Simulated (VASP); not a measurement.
Wanted: the native input for a VASP 6.6.1 run.

```yaml
Task: single point
Functional: LDA
Potentials_or_basis: VASP PAW LDA potentials, release 64 (Co)
Cutoff: 520 eV
k_mesh: 18 × 18 × 18
Occupations: fermi-dirac, width 0.1 eV
Spin: no spin polarisation
Dipole_correction: no
Further_INCAR_settings: ALGO = Normal; EDIFF = 1e-06; NBANDS = 10
```

The structure of Co lies in POSCAR:

```
Co
1.0
   -1.3493415908      1.3493415908      1.3493415908
    1.3493415908     -1.3493415908      1.3493415908
    1.3493415908      1.3493415908     -1.3493415908
Co
1
Direct
    0.0000000000      0.0000000000      0.0000000000
```

This isn't the form of Co at room conditions, which is hcp.

One way to write it, as run:

INCAR

```
SYSTEM = Co
  PREC = Accurate
  ENCUT = 520
  EDIFF = 1E-6
  ISMEAR = -1
  SIGMA = 0.1
  LREAL = .False.
  LASPH = .True.
  NELM = 80
  ALGO = Normal
  ISIF = 2
  LWAVE = .False.
  LCHARG = .False.
  GGA = CA
  NBANDS = 10
```

KPOINTS

```
regular mesh
0
Gamma
  18 18 18
  0 0 0
```

Potentials or basis: VASP PAW LDA potentials, release 64 (Co).

Run with:

```bash
$ cat potpaw_LDA.64/Co/POTCAR > POTCAR
$ mpirun -np 1 vasp_std > vasp.out
```

It gave:

The pressure is -0.9 GPa and the band gap on the k mesh is zero (an odd number of electrons rules out a gap without spin polarisation).

Caveat: the run has no spin polarisation, though such a crystal can be magnetic.

Run time: 25 s on 1 thread of AMD EPYC 7R13 (shared host), peak memory 0.1 GiB.
